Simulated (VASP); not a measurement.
# BaTiO3 (Amm2) in VASP: further runs

BaTiO3 is run at these levels: PBE, LDA; tasks: single point.

All numbers are computed with VASP 6.6.1; they aren't measurements. Logs are shortened: lines on timing, memory, paths and dates and some standing lists are left out, and cuts for length are marked.

## (1) The cell of the first run

Symmetry: Amm2, No. 38, orthorhombic system. Conventional cell: a = 3.963 Å, b = 5.716 Å, c = 5.748 Å, α = 90.00°, β = 90.00°, γ = 90.00°. Within 3.7 Å of Ba (site symmetry mm2) lie 12 O at 2.77 to 2.98 Å and 8 Ti at 3.42 to 3.57 Å. Within 2.5 Å of Ti (site symmetry mm2) lie 6 O at 1.85 to 2.21 Å. Within 2.5 Å of O (site symmetry m) lie 2 Ti at 1.85 to 2.21 Å. Within 2.6 Å of O (site symmetry mm2) lie 2 Ti at 1.99 Å.

## (2) Single point, PBE

The input, INCAR:

```
ALGO = Normal
EDIFF = 1E-7
ENCUT = 520
GGA = PE
ISIF = 2
ISMEAR = -1
LASPH = True
LCHARG = False
LREAL = False
LWAVE = False
NBANDS = 28
NELM = 80
PREC = Accurate
SIGMA = 0.02
```

The input, KPOINTS:

```
k-points
0
Gamma
  6 6 6
```

The input, POSCAR:

```
BaTiO3
1.0
    3.9631984559      0.0000000000      0.0000000000
    0.0000000000      2.8578841584      2.8741958894
    0.0000000000     -2.8578841584      2.8741958894
Ba Ti O
1 1 3
Direct
    0.0000000000      0.0049647913      0.0049647913
    0.5000000000      0.5205652018      0.5205652018
    0.5000000000      0.9767600036      0.4907771774
    0.5000000000      0.4907771774      0.9767600036
    0.0000000000      0.4868328260      0.4868328260
```

Potentials or basis: VASP PAW PBE potentials, release 64 (Ba_sv, Ti_sv, O).

Command:

```sh
cat potpaw_PBE.64/Ba_sv/POTCAR potpaw_PBE.64/Ti_sv/POTCAR potpaw_PBE.64/O/POTCAR > POTCAR
mpirun -np 1 vasp_std > vasp.out
```

OUTCAR:

```text
EDIFF = 1E-7
   ENCUT = 520
   GGA = PE
   ISIF = 2
   ISMEAR = -1
   LASPH = True
   LREAL = False
   NELM = 80
   PREC = Accurate

 ion  position               nearest neighbor table
   1  0.000  0.005  0.005-   5 2.77   4 2.80   3 2.80   3 2.80   4 2.80   5 2.86   5 2.86   4 2.88
                             3 2.88   3 2.88   4 2.88   5 2.98   2 3.42   2 3.42   2 3.48   2 3.48
   2  0.500  0.521  0.521-   3 1.85   4 1.85   5 1.99   5 1.99   3 2.21   4 2.21   1 3.42   1 3.42
                             1 3.48   1 3.48   1 3.48   1 3.48   1 3.57   1 3.57
   3  0.500  0.977  0.491-   2 1.85   2 2.21   1 2.80   1 2.80   1 2.88   1 2.88
   4  0.500  0.491  0.977-   2 1.85   2 2.21   1 2.80   1 2.80   1 2.88   1 2.88
   5  0.000  0.487  0.487-   2 1.99   2 1.99   1 2.77   1 2.86   1 2.86   1 2.98

  LATTYP: Found a base centered orthorhombic cell.
 ALAT       =     5.7157683168
 B/A-ratio  =     1.0057076250
 C/A-ratio  =     0.6933798286

  Lattice vectors:

 A1 = (   0.0000000000,   2.8578841584,  -2.8741958894)
 A2 = (   0.0000000000,   2.8578841584,   2.8741958894)
 A3 = (   3.9631984559,   0.0000000000,   0.0000000000)

Analysis of symmetry for initial positions (statically):
=====================================================================
 Subroutine PRICEL returns:
 Original cell was already a primitive cell.

 Routine SETGRP: Setting up the symmetry group for a
 base centered orthorhombic supercell.

 Subroutine GETGRP returns: Found  4 space group operations
 (whereof  4 operations were pure point group operations)
 out of a pool of  8 trial point group operations.

The static configuration has the point symmetry C_2v.

Analysis of symmetry for dynamics (positions and initial velocities):
=====================================================================
 Subroutine PRICEL returns:
 Original cell was already a primitive cell.

 Routine SETGRP: Setting up the symmetry group for a
 base centered orthorhombic supercell.

 Subroutine GETGRP returns: Found  4 space group operations
 (whereof  4 operations were pure point group operations)
 out of a pool of  8 trial point group operations.

The dynamic configuration has the point symmetry C_2v.

 Subroutine INISYM returns: Found  4 space group operations
 (whereof  4 operations are pure point group operations),
 and found     1 'primitive' translations

----------------------------------------------------------------------------------------

                                     Primitive cell

  volume of cell :      65.1084

  direct lattice vectors                    reciprocal lattice vectors
     3.963198456  0.000000000  0.000000000     0.252321455  0.000000000  0.000000000
     0.000000000  2.857884158  2.874195889     0.000000000  0.174954607  0.173961699
     0.000000000 -2.857884158  2.874195889     0.000000000 -0.174954607  0.173961699

  length of vectors
     3.963198456  4.053209083  4.053209083     0.252321455  0.246722085  0.246722085

  position of ions in fractional coordinates (direct lattice)
     0.000000000  0.004964791  0.004964791
     0.500000000  0.520565202  0.520565202
     0.500000000  0.976760004  0.490777177
     0.500000000  0.490777177  0.976760004
     0.000000000  0.486832826  0.486832826

  ion indices of the primitive-cell ions
   primitive index   ion index
                 1           1
                 2           2
                 3           3
                 4           4
                 5           5

----------------------------------------------------------------------------------------

 KPOINTS: k-points

Automatic generation of k-mesh.
 Grid dimensions read from file:
 generate k-points for:    6    6    6

 Generating k-lattice:

  Cartesian coordinates                     Fractional coordinates (reciprocal lattice)
     0.042053576  0.000000000  0.000000000     0.166666667  0.000000000  0.000000000
     0.000000000  0.029159101  0.028993616     0.000000000  0.166666667  0.000000000
     0.000000000 -0.029159101  0.028993616     0.000000000  0.000000000  0.166666667

  Length of vectors
     0.042053576  0.041120348  0.041120348

  Shift w.r.t. Gamma in fractional coordinates (k-lattice)
     0.000000000  0.000000000  0.000000000

 Subroutine IBZKPT returns following result:
 ===========================================

 Found     52 irreducible k-points:

 Following reciprocal coordinates:
            Coordinates               Weight
  0.000000  0.000000  0.000000      1.000000
  0.166667  0.000000  0.000000      2.000000
  0.333333  0.000000  0.000000      2.000000
  0.500000  0.000000  0.000000      1.000000
  0.000000  0.166667  0.000000      4.000000
  0.166667  0.166667  0.000000      8.000000
[... 16 lines left out ...]
  0.333333  0.333333  0.166667      8.000000
  0.500000  0.333333  0.166667      4.000000
 [... further k-points ...]
   k-points           NKPTS =     52   k-points in BZ     NKDIM =     52   number of bands    NBANDS=     28
   number of dos      NEDOS =    301   number of ions     NIONS =      5
   total plane-waves  NPLWV =  27000
   dimension x,y,z NGX =    30 NGY =   30 NGZ =   30
   dimension x,y,z NGXF=    60 NGYF=   60 NGZF=   60
   ions per type =               1   1   3
   NGX,Y,Z   is equivalent  to a cutoff of  12.58, 12.30, 12.30 a.u.
   NGXF,Y,Z  is equivalent  to a cutoff of  25.17, 24.61, 24.61 a.u.
 SYSTEM =  unknown system
   PREC   = accura    normal or accurate (medium, high low for compatibility)
   ISTART =      0    job   : 0-new  1-cont  2-samecut
   ICHARG =      2    charge: 1-file 2-atom 10-const
   ISPIN  =      1    spin polarized calculation?
   LNONCOLLINEAR =      F non collinear calculations
   LSORBIT =      F    spin-orbit coupling
   LASPH  =      T    aspherical Exc in radial PAW
   ENCUT  =  520.0 eV  38.22 Ry    6.18 a.u.   7.37  7.54  7.54*2*pi/ulx,y,z
   NELM   =     80;   NELMIN=  2; NELMDL= -5     # of ELM steps
   EDIFF  = 0.1E-06   stopping-criterion for ELM
   LREAL  =      F    real-space projection
   EDIFFG = 0.1E-05   stopping-criterion for IOM
   NSW    =      0    number of steps for IOM
   IBRION =     -1    ionic relax: 0-MD 1-quasi-New 2-CG
   NFREE  =      0    steps in history (QN), initial steepest desc. (CG)
   ISIF   =      2    stress and relaxation
   ISYM   =      2    0-nonsym 1-usesym 2-fastsym
   POTIM  = 0.5000    time-step for ionic-motion
   TEBEG  =    0.0;   TEEND  =   0.0 temperature during run
   PSTRESS=    0.0 pullay stress
   NELECT =      40.0000    total number of electrons
   NUPDOWN=      -1.0000    fix difference up-down
   EMIN   =  10.00;   EMAX   =-10.00  energy-range for DOS
   EFERMI =   0.00;   METHOD = LEGACY
   ISMEAR =    -1;   SIGMA  =   0.02  broadening in eV -4-tet -1-fermi 0-gaus
   EFERMI_NEDOS =   21; number of points for ismear=-14 and -15
   IALGO  =     38    algorithm
   IMIX   =      4    mixing-type and parameters
     AMIX     =   0.40;   BMIX     =  1.00
     AMIX_MAG =   1.60;   BMIX_MAG =  1.00
  volume/ion in A,a.u.               =      13.02        87.87
  Fermi-wavevector in a.u.,A,eV,Ry     =   1.391712  2.629953 26.352594  1.936861
  Thomas-Fermi vector in A             =   2.515524
   LORBIT       =      0    0 simple, 1 ext, 2 COOP (PROOUT), +10 PAW based schemes
   GGA     = PE    functional components
   LHFCALC =     F    Hartree Fock is set to
   AEXX    =    0.0000 exact exchange contribution
   IVDW    =     0    specifies the selected vdW correction
   LEPSILON=     F    determine dielectric tensor
   LRPA    =     F    only Hartree local field effects (RPA)
 non-spin polarized calculation
  energy-cutoff  :      520.00
  volume of cell :       65.11
 maximum number of plane-waves:      1781
 NGX is ok and might be reduce to    30
   NGX = 15   NGY = 15   NGZ = 15

 number of electron      40.0000000 magnetization

 Free energy of the ion-electron system (eV)
  ---------------------------------------------------
  ext. energy  EPLUGINS =         0.00000000
  ---------------------------------------------------
  free energy    TOTEN  =       -40.02012281 eV

  energy without entropy =      -40.02012281  energy(sigma->0) =      -40.02012281

 E-fermi :   4.2080     XC(G=0): -11.1578

 val. band max:        3.7145844264   @ k =   0.5000   0.5000   0.5000
 cond. band min:       5.9587359151   @ k =   0.0000   0.0000   0.0000
 fundamental gap:      2.2441514886
 Fermi energy:         4.2080219016

 k-point     1 :       0.0000    0.0000    0.0000
  band No.  band energies     occupation
      1     -52.6514      2.00000
      2     -28.9275      2.00000
      3     -28.9265      2.00000
      4     -28.8600      2.00000
      5     -21.1850      2.00000
      6     -13.1362      2.00000
[... 20 lines left out ...]
     27       8.8580      0.00000
     28      10.8603      0.00000

 k-point     2 :       0.1667    0.0000    0.0000
  band No.  band energies     occupation
      1     -52.6511      2.00000
      2     -28.9269      2.00000
      3     -28.9260      2.00000
      4     -28.8748      2.00000
      5     -21.1552      2.00000
      6     -13.1539      2.00000
[... 20 lines left out ...]
     27       9.3616      0.00000
     28      11.5244      0.00000

 k-point     3 :       0.3333    0.0000    0.0000
  band No.  band energies     occupation
      1     -52.6505      2.00000
      2     -28.9258      2.00000
      3     -28.9248      2.00000
      4     -28.9041      2.00000
      5     -21.0942      2.00000
      6     -13.2701      2.00000
[... 20 lines left out ...]
     27      10.4639      0.00000
     28      11.9044      0.00000

 k-point     4 :       0.5000    0.0000    0.0000
  band No.  band energies     occupation
      1     -52.6502      2.00000
      2     -28.9252      2.00000
      3     -28.9241      2.00000
      4     -28.9186      2.00000
      5     -21.0631      2.00000
      6     -13.3502      2.00000
[... 578 lines left out ...]
     27      11.1423      0.00000
     28      12.0740      0.00000

 k-point    23 :       0.3333    0.3333    0.1667
  band No.  band energies     occupation
      1     -52.6496      2.00000
      2     -28.9582      2.00000
      3     -28.9350      2.00000
      4     -28.9015      2.00000
      5     -21.0231      2.00000
      6     -12.9053      2.00000
[... 20 lines left out ...]
     27      11.8386      0.00000
     28      11.9845      0.00000

 k-point    24 :       0.5000    0.3333    0.1667
  band No.  band energies     occupation
      1     -52.6493      2.00000
      2     -28.9574      2.00000
      3     -28.9344      2.00000
      4     -28.9158      2.00000
      5     -21.0006      2.00000
      6     -12.8591      2.00000
[... 20 lines left out ...]
     27      11.8363      0.00000
     28      12.2138      0.00000

 [... further k-points ...]

------------------------ aborting loop because EDIFF is reached ----------------------------------------

  FORCE on cell =-STRESS in cart. coord.  units (eV):
  Direction    XX          YY          ZZ          XY          YZ          ZX
  --------------------------------------------------------------------------------------
  -------------------------------------------------------------------------------------
  Total        1.9542289      2.0424947      1.9696865      0.0000000      0.0000000      0.0000000
  in kB       48.0893833     50.2614156     48.4697632      0.0000000      0.0000000      0.0000000
  external PRESSURE =      48.9401874 kB  Pullay stress =       0.0000000 kB

 VOLUME and BASIS-vectors are now :
 -----------------------------------------------------------------------------
  energy-cutoff  :      520.00
  volume of cell :       65.11
      direct lattice vectors                 reciprocal lattice vectors
     3.963198456  0.000000000  0.000000000     0.252321455  0.000000000  0.000000000
     0.000000000  2.857884158  2.874195889     0.000000000  0.174954607  0.173961699
     0.000000000 -2.857884158  2.874195889     0.000000000 -0.174954607  0.173961699

 POSITION                                       TOTAL-FORCE (eV/Angst)
 -----------------------------------------------------------------------------------
      0.00000      0.00000      0.02854         0.000000     -0.000000     -0.018378
      1.98160      0.00000      2.99241         0.000000     -0.000000     -0.134278
      1.98160      1.38888      4.21799         0.000000      0.125696      0.091051
      1.98160     -1.38888      4.21799         0.000000     -0.125696      0.091051
      0.00000      0.00000      2.79851         0.000000     -0.000000     -0.029446
 -----------------------------------------------------------------------------------
    total drift:                                0.000000     -0.000001     -0.000381

  FREE ENERGIE OF THE ION-ELECTRON SYSTEM (eV)
  ---------------------------------------------------
  free  energy   TOTEN  =       -40.0201228112 eV

  energy  without entropy=      -40.0201228112  energy(sigma->0) =      -40.02012281
```

It took 59 s on 1 thread of Intel Xeon 6975P-C (Granite Rapids), shared host; peak memory 0.23 GiB.

What came out:

| Quantity | Value |
| --- | --- |
| Free energy | -40.0201 eV |
| Pressure | 4.9 GPa |
| Largest force | 0.155 eV/Å |
| Band gap on the k mesh | 2.24 eV (least direct gap 2.70 eV) |

Forces on the atoms (eV/Å):
```
Ba   0.000  0.000 -0.018
Ti   0.000  0.000 -0.134
O    0.000  0.126  0.091
O    0.000 -0.126  0.091
O    0.000  0.000 -0.029
```

Levels at points of the mesh, in eV from the valence-band top:
| k point | band 18 | band 19 | band 20 | band 21 | band 22 | band 23 |
| --- | --- | --- | --- | --- | --- | --- |
| (0.00, 0.00, 0.00) | -0.58 | -0.54 | -0.46 | 2.24 | 2.48 | 2.55 |
| (0.50, 0.00, 0.00) | -1.54 | -1.23 | -1.09 | 2.65 | 3.67 | 3.87 |
| (0.00, 0.50, 0.00) | -1.69 | -0.98 | -0.80 | 2.48 | 3.73 | 3.75 |
| (0.50, 0.50, 0.00) | -0.96 | -0.93 | -0.08 | 3.78 | 3.80 | 4.13 |
| (0.00, 0.50, 0.50) | -0.94 | -0.86 | -0.29 | 3.73 | 3.78 | 4.04 |
| (0.50, 0.50, 0.50) | -0.21 | -0.02 | 0.00 | 4.25 | 4.29 | 4.42 |

Caveat: the cell stands under pressure; spin-orbit coupling is left out, which moves the levels of the heavy elements. A k mesh can miss the band edges.

## (3) Single point, LDA

The input, INCAR:

```
SYSTEM = BaTiO3
ALGO = Normal
EDIFF = 1E-6
ENCUT = 520
GGA = CA
ISIF = 2
ISMEAR = 0
LASPH = .True.
LCHARG = .True.
LELF = .True.
LREAL = .False.
LVHAR = .True.
LWAVE = .False.
NBANDS = 28
NELM = 100
PREC = Accurate
SIGMA = 0.01
```

The input, KPOINTS:

```
k-points
0
Gamma
  6 6 6
  0 0 0
```

POSCAR is that of step 2.

Potentials or basis: VASP PAW LDA potentials, release 64 (Ba_sv, Ti_sv, O).

Command:

```sh
cat potpaw_LDA.64/Ba_sv/POTCAR potpaw_LDA.64/Ti_sv/POTCAR potpaw_LDA.64/O/POTCAR > POTCAR
mpirun -np 1 vasp_std > vasp.out
```

Wall time 51 s (1 thread of Intel Xeon 6975P-C (Granite Rapids), shared host); peak memory 0.21 GiB.

Results (log left out):

| Item | Value |
| --- | --- |
| Free energy | -44.1138 eV |
| Pressure | -5.6 GPa |
| Largest force | 0.025 eV/Å |
| Band gap on the k mesh | 2.15 eV (least direct gap 2.60 eV) |

Forces in eV/Å, atoms in the order of the input:
```
Ba   0.000  0.000  0.025
Ti   0.000  0.000 -0.019
O    0.000  0.004 -0.005
O    0.000 -0.004 -0.005
O    0.000  0.000  0.003
```

Stress tensor (GPa, compression positive):
```
-5.82  0.00  0.00
 0.00 -5.45  0.00
 0.00  0.00 -5.51
```

Levels at points of the mesh, in eV from the valence-band top:
```tsv
k point	band 18	band 19	band 20	band 21	band 22	band 23
(0.00, 0.00, 0.00)	-0.59	-0.54	-0.45	2.15	2.40	2.47
(0.50, 0.00, 0.00)	-1.57	-1.24	-1.09	2.57	3.64	3.84
(0.00, 0.50, 0.00)	-1.72	-1.00	-0.80	2.40	3.70	3.72
(0.50, 0.50, 0.00)	-0.96	-0.93	-0.09	3.75	3.77	4.09
(0.00, 0.50, 0.50)	-0.94	-0.86	-0.29	3.69	3.75	4.00
(0.50, 0.50, 0.50)	-0.21	-0.02	0.00	4.22	4.27	4.39
```

Caveat: the cell stands under tension; spin-orbit coupling is left out, which moves the levels of the heavy elements.
